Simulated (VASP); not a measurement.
# MnO2 (P4_2/mnm) in VASP: single point with PBE

Aim: the single point of MnO2 with PBE.

Everything below comes from runs of VASP 6.6.1. Logs are shortened: lines on timing, memory, paths and dates and some standing lists are left out, and cuts for length are marked.

**1. The cell of the first run**

It takes space group P4_2/mnm (No. 136, tetragonal). Conventional cell: a = 4.396 Å, b = 4.396 Å, c = 2.871 Å, α = 90.00°, β = 90.00°, γ = 90.00°. Mn (site symmetry mmm) has 6 O at 1.88 to 1.90 Å within 2.5 Å. O (site symmetry m2m) has 3 Mn at 1.88 to 1.90 Å and 1 O at 2.42 Å within 2.5 Å.

**2. Single point, PBE, collinear spin, ferromagnetic start**

The input, INCAR:

```
ALGO = Normal ; EDIFF = 1E-7
ENCUT = 520 ; GGA = PE
ISIF = 2 ; ISMEAR = -1
ISPIN = 2 ; LASPH = T
LCHARG = T ; LELF = T
LMAXMIX = 4 ; LORBIT = 11
LREAL = F ; LVHAR = T
LWAVE = F ; MAGMOM = 3 3 0 0 0 0
NBANDS = 38 ; NELM = 150
PREC = Accurate ; SIGMA = 0.05
```

The input, KPOINTS:

```
k-points
0
Gamma
  8 8 11
```

The input, POSCAR:

```
MnO2
1.0
    4.3960000000      0.0000000000      0.0000000000
    0.0000000000      4.3960000000      0.0000000000
    0.0000000000      0.0000000000      2.8710000000
Mn O
2 4
Direct
    0.0000000000      0.0000000000      0.0000000000
    0.5000000000      0.5000000000      0.5000000000
    0.3049923011      0.3049923011      0.0000000000
    0.1950076989      0.8049923011      0.5000000000
    0.6950076989      0.6950076989      0.0000000000
    0.8049923011      0.1950076989      0.5000000000
```

Potentials or basis: VASP PAW PBE potentials, release 64 (Mn_pv, O).

Launch:

```bash
cat potpaw_PBE.64/Mn_pv/POTCAR potpaw_PBE.64/O/POTCAR > POTCAR
mpirun -np 1 vasp_std > vasp.out
```

OUTCAR:

```text
EDIFF = 1E-7
   ENCUT = 520
   GGA = PE
   ISIF = 2
   ISMEAR = -1
   ISPIN = 2
   LASPH = T
   LORBIT = 11
   LREAL = F
   NELM = 150
   PREC = Accurate

 ion  position               nearest neighbor table
   1  0.000  0.000  0.000-   4 1.88   6 1.88   4 1.88   6 1.88   5 1.90   3 1.90
   2  0.500  0.500  0.500-   3 1.88   5 1.88   3 1.88   5 1.88   4 1.90   6 1.90
   3  0.305  0.305  0.000-   2 1.88   2 1.88   1 1.90
   4  0.195  0.805  0.500-   1 1.88   1 1.88   2 1.90
   5  0.695  0.695  0.000-   2 1.88   2 1.88   1 1.90
   6  0.805  0.195  0.500-   1 1.88   1 1.88   2 1.90

  LATTYP: Found a simple tetragonal cell.
 ALAT       =     4.3960000000
 C/A-ratio  =     0.6530937216

  Lattice vectors:

 A1 = (   4.3960000000,   0.0000000000,   0.0000000000)
 A2 = (   0.0000000000,   4.3960000000,   0.0000000000)
 A3 = (   0.0000000000,   0.0000000000,   2.8710000000)

Analysis of symmetry for initial positions (statically):
=====================================================================
 Subroutine PRICEL returns:
 Original cell was already a primitive cell.

 Routine SETGRP: Setting up the symmetry group for a
 simple tetragonal supercell.

 Subroutine GETGRP returns: Found 16 space group operations
 (whereof  8 operations were pure point group operations)
 out of a pool of 16 trial point group operations.

The static configuration has the point symmetry D_2h.
 The point group associated with its full space group is D_4h.

Analysis of symmetry for dynamics (positions and initial velocities):
=====================================================================
 Subroutine PRICEL returns:
 Original cell was already a primitive cell.

 Routine SETGRP: Setting up the symmetry group for a
 simple tetragonal supercell.

 Subroutine GETGRP returns: Found 16 space group operations
 (whereof  8 operations were pure point group operations)
 out of a pool of 16 trial point group operations.

The dynamic configuration has the point symmetry D_2h.
 The point group associated with its full space group is D_4h.

Analysis of structural, dynamic, and magnetic symmetry:
=====================================================================
 Subroutine PRICEL returns:
 Original cell was already a primitive cell.

 Routine SETGRP: Setting up the symmetry group for a
 simple tetragonal supercell.

 Subroutine GETGRP returns: Found 16 space group operations
 (whereof  8 operations were pure point group operations)
 out of a pool of 16 trial point group operations.

The overall configuration has the point symmetry D_2h.
 The point group associated with its full space group is D_4h.

 Subroutine INISYM returns: Found 16 space group operations
 (whereof  8 operations are pure point group operations),
 and found     1 'primitive' translations

----------------------------------------------------------------------------------------

                                     Primitive cell

  volume of cell :      55.4815

  direct lattice vectors                    reciprocal lattice vectors
     4.396000000  0.000000000  0.000000000     0.227479527  0.000000000  0.000000000
     0.000000000  4.396000000  0.000000000     0.000000000  0.227479527  0.000000000
     0.000000000  0.000000000  2.871000000     0.000000000  0.000000000  0.348310693

  length of vectors
     4.396000000  4.396000000  2.871000000     0.227479527  0.227479527  0.348310693

  position of ions in fractional coordinates (direct lattice)
     0.000000000  0.000000000  0.000000000
     0.500000000  0.500000000  0.500000000
     0.304992301  0.304992301  0.000000000
     0.195007699  0.804992301  0.500000000
     0.695007699  0.695007699  0.000000000
     0.804992301  0.195007699  0.500000000

  ion indices of the primitive-cell ions
   primitive index   ion index
                 1           1
                 2           2
                 3           3
                 4           4
[... 30 lines left out ...]
            Coordinates               Weight
  0.000000  0.000000  0.000000      1.000000
  0.125000  0.000000  0.000000      4.000000
  0.250000  0.000000  0.000000      4.000000
  0.375000  0.000000  0.000000      4.000000
  0.500000  0.000000  0.000000      2.000000
  0.125000  0.125000  0.000000      4.000000
[... 16 lines left out ...]
  0.375000  0.125000  0.090909     16.000000
  0.500000  0.125000  0.090909      8.000000
 [... further k-points ...]
   k-points           NKPTS =     90   k-points in BZ     NKDIM =     90   number of bands    NBANDS=     38
   number of dos      NEDOS =    301   number of ions     NIONS =      6
   total plane-waves  NPLWV =  31104
   dimension x,y,z NGX =    36 NGY =   36 NGZ =   24
   dimension x,y,z NGXF=    72 NGYF=   72 NGZF=   48
   ions per type =               2   4
   NGX,Y,Z   is equivalent  to a cutoff of  13.61, 13.61, 13.90 a.u.
   NGXF,Y,Z  is equivalent  to a cutoff of  27.23, 27.23, 27.79 a.u.
 SYSTEM =  unknown system
   PREC   = accura    normal or accurate (medium, high low for compatibility)
   ISTART =      0    job   : 0-new  1-cont  2-samecut
   ICHARG =      2    charge: 1-file 2-atom 10-const
   ISPIN  =      2    spin polarized calculation?
   LNONCOLLINEAR =      F non collinear calculations
   LSORBIT =      F    spin-orbit coupling
   LASPH  =      T    aspherical Exc in radial PAW
   ENCUT  =  520.0 eV  38.22 Ry    6.18 a.u.   8.17  8.17  5.34*2*pi/ulx,y,z
   NELM   =    150;   NELMIN=  2; NELMDL= -5     # of ELM steps
   EDIFF  = 0.1E-06   stopping-criterion for ELM
   LREAL  =      F    real-space projection
   EDIFFG = 0.1E-05   stopping-criterion for IOM
   NSW    =      0    number of steps for IOM
   IBRION =     -1    ionic relax: 0-MD 1-quasi-New 2-CG
   NFREE  =      0    steps in history (QN), initial steepest desc. (CG)
   ISIF   =      2    stress and relaxation
   ISYM   =      2    0-nonsym 1-usesym 2-fastsym
   POTIM  = 0.5000    time-step for ionic-motion
   TEBEG  =    0.0;   TEEND  =   0.0 temperature during run
   PSTRESS=    0.0 pullay stress
   NELECT =      50.0000    total number of electrons
   NUPDOWN=      -1.0000    fix difference up-down
   EMIN   =  10.00;   EMAX   =-10.00  energy-range for DOS
   EFERMI =   0.00;   METHOD = LEGACY
   ISMEAR =    -1;   SIGMA  =   0.05  broadening in eV -4-tet -1-fermi 0-gaus
   EFERMI_NEDOS =   21; number of points for ismear=-14 and -15
   IALGO  =     38    algorithm
   IMIX   =      4    mixing-type and parameters
     AMIX     =   0.40;   BMIX     =  1.00
     AMIX_MAG =   1.60;   BMIX_MAG =  1.00
  volume/ion in A,a.u.               =       9.25        62.40
  Fermi-wavevector in a.u.,A,eV,Ry     =   1.581304  2.988231 34.021663  2.500522
  Thomas-Fermi vector in A             =   2.681400
   LORBIT       =     11    0 simple, 1 ext, 2 COOP (PROOUT), +10 PAW based schemes
   GGA     = PE    functional components
   LHFCALC =     F    Hartree Fock is set to
   AEXX    =    0.0000 exact exchange contribution
   IVDW    =     0    specifies the selected vdW correction
   LEPSILON=     F    determine dielectric tensor
   LRPA    =     F    only Hartree local field effects (RPA)
 spin polarized calculation
  energy-cutoff  :      520.00
  volume of cell :       55.48
 maximum number of plane-waves:      1514
 NGX is ok and might be reduce to    36
   NGX = 17   NGY = 17   NGZ = 11

 number of electron      49.9999964 magnetization       5.9912761

 Free energy of the ion-electron system (eV)
  ---------------------------------------------------
  ext. energy  EPLUGINS =         0.00000000
  ---------------------------------------------------
  free energy    TOTEN  =       -47.68119478 eV

  energy without entropy =      -47.67771852  energy(sigma->0) =      -47.67945665

 E-fermi :   5.5150     XC(G=0): -12.0275

 val. band max:        5.4868354463   @ k =   0.0000   0.0000   0.0909
 cond. band min:       5.5541637232   @ k =   0.0000   0.0000   0.0000
 fundamental gap:      0.0673282769
 Fermi energy:         5.5149687783

 spin component 1

 k-point     1 :       0.0000    0.0000    0.0000
  band No.  band energies     occupation
      1     -45.3412      1.00000
      2     -45.3335      1.00000
      3     -45.2710      1.00000
      4     -45.2710      1.00000
      5     -45.1847      1.00000
      6     -45.1847      1.00000
[... 949 lines left out ...]
     36      18.1939      0.00000
     37      20.9151      0.00000

 [... further k-points ...]

 spin component 2

 k-point     1 :       0.0000    0.0000    0.0000
  band No.  band energies     occupation
      1     -42.3723      1.00000
      2     -42.3627      1.00000
      3     -42.2985      1.00000
      4     -42.2985      1.00000
      5     -42.2064      1.00000
      6     -42.2064      1.00000
[... 949 lines left out ...]
     36      18.8401      0.00000
     37      21.3391      0.00000

 [... further k-points ...]

 [bands above 37 left out]

------------------------ aborting loop because EDIFF is reached ----------------------------------------

  FORCE on cell =-STRESS in cart. coord.  units (eV):
  Direction    XX          YY          ZZ          XY          YZ          ZX
  --------------------------------------------------------------------------------------
  -------------------------------------------------------------------------------------
  Total        2.6217121      2.6217121      2.1593122      0.0000000      0.0000000      0.0000000
  in kB       75.7089151     75.7089151     62.3558879      0.0000000      0.0000000      0.0000000
  external PRESSURE =      71.2579060 kB  Pullay stress =       0.0000000 kB

 VOLUME and BASIS-vectors are now :
 -----------------------------------------------------------------------------
  energy-cutoff  :      520.00
  volume of cell :       55.48
      direct lattice vectors                 reciprocal lattice vectors
     4.396000000  0.000000000  0.000000000     0.227479527  0.000000000  0.000000000
     0.000000000  4.396000000  0.000000000     0.000000000  0.227479527  0.000000000
     0.000000000  0.000000000  2.871000000     0.000000000  0.000000000  0.348310693

 POSITION                                       TOTAL-FORCE (eV/Angst)
 -----------------------------------------------------------------------------------
      0.00000      0.00000      0.00000         0.000000      0.000000      0.000000
      2.19800      2.19800      1.43550         0.000000      0.000000      0.000000
      1.34075      1.34075      0.00000        -0.022343     -0.022343      0.000000
      0.85725      3.53875      1.43550         0.022343     -0.022343      0.000000
      3.05525      3.05525      0.00000         0.022343      0.022343      0.000000
      3.53875      0.85725      1.43550        -0.022343      0.022343      0.000000
 -----------------------------------------------------------------------------------
    total drift:                                0.000000      0.000000     -0.000000

  FREE ENERGIE OF THE ION-ELECTRON SYSTEM (eV)
  ---------------------------------------------------
  free  energy   TOTEN  =       -47.6811947767 eV

  energy  without entropy=      -47.6777185201  energy(sigma->0) =      -47.67945665

 total charge

# of ion       s       p       d       tot
------------------------------------------
    1        0.355   6.469   4.900  11.724
    2        0.355   6.469   4.900  11.724
    3        1.569   3.467   0.000   5.036
    4        1.569   3.467   0.000   5.036
    5        1.569   3.467   0.000   5.036
    6        1.569   3.467   0.000   5.036
--------------------------------------------------
tot          6.986  26.808   9.801  43.594

 magnetization (x)

# of ion       s       p       d       tot
------------------------------------------
    1        0.018   0.029   2.646   2.693
    2        0.018   0.029   2.646   2.693
    3        0.001   0.096   0.000   0.097
    4        0.001   0.096   0.000   0.097
    5        0.001   0.096   0.000   0.097
    6        0.001   0.096   0.000   0.097
--------------------------------------------------
tot          0.038   0.441   5.292   5.772
```

Run time: 6.3 min. Hardware: 1 thread of Intel Xeon Platinum 8488C (Sapphire Rapids), shared host; peak memory 0.38 GiB.

Results:

* Free energy: -47.6812 eV
* Pressure: 7.1 GPa
* Largest force: 0.032 eV/Å
* Band gap on the k mesh: zero (filled and empty bands overlap)
* Net moment: 5.99 μB per cell
* Site moments: Mn +2.69; O +0.10 μB
* Valence electrons inside the program's atomic spheres: Mn 11.72; O 5.04

Forces in eV/Å, atoms in the order of the input:
```
Mn   0.000  0.000  0.000
Mn   0.000  0.000  0.000
O   -0.022 -0.022  0.000
O    0.022 -0.022  0.000
O    0.022  0.022  0.000
O   -0.022  0.022  0.000
```

Levels at points of the mesh, in eV from the Fermi level:
Spin up:
| k point | band 24 | band 25 | band 26 | band 27 | band 28 | band 29 | band 30 | band 31 | band 32 | band 33 |
| --- | --- | --- | --- | --- | --- | --- | --- | --- | --- | --- |
| (0.00, 0.00, 0.00) | -1.78 | -1.31 | -1.31 | -0.76 | -0.21 | -0.20 | 2.69 | 2.69 | 3.43 | 7.60 |
| (0.50, 0.00, 0.00) | -1.73 | -1.48 | -1.48 | -0.78 | -0.78 | 2.19 | 2.19 | 2.45 | 2.45 | 9.98 |
| (0.50, 0.50, 0.00) | -2.63 | -2.22 | -2.22 | -0.11 | -0.11 | 1.44 | 1.44 | 2.66 | 2.66 | 11.25 |
Spin down:
```tsv
k point	band 19	band 20	band 21	band 22	band 23	band 24	band 25	band 26
(0.00, 0.00, 0.00)	-1.73	-1.01	-1.01	-0.42	0.04	0.36	0.48	0.48
(0.50, 0.00, 0.00)	-2.94	-2.94	-1.26	-1.26	0.73	0.73	1.08	1.08
(0.50, 0.50, 0.00)	-2.60	-2.60	-2.00	-2.00	0.07	0.07	0.50	0.50
```

Caveat: the cell stands under pressure; semilocal functionals often make such compounds metallic where correlation or magnetic order opens a gap, which also shifts bond lengths; the run started ferromagnetic, and an antiferromagnetic order may lie lower in energy. With open d or f shells a metallic result of PBE can be an artefact of self-interaction; +U or a hybrid may open a gap.

The gap in the log of VASP goes by the Fermi energy; the results here count the filled bands.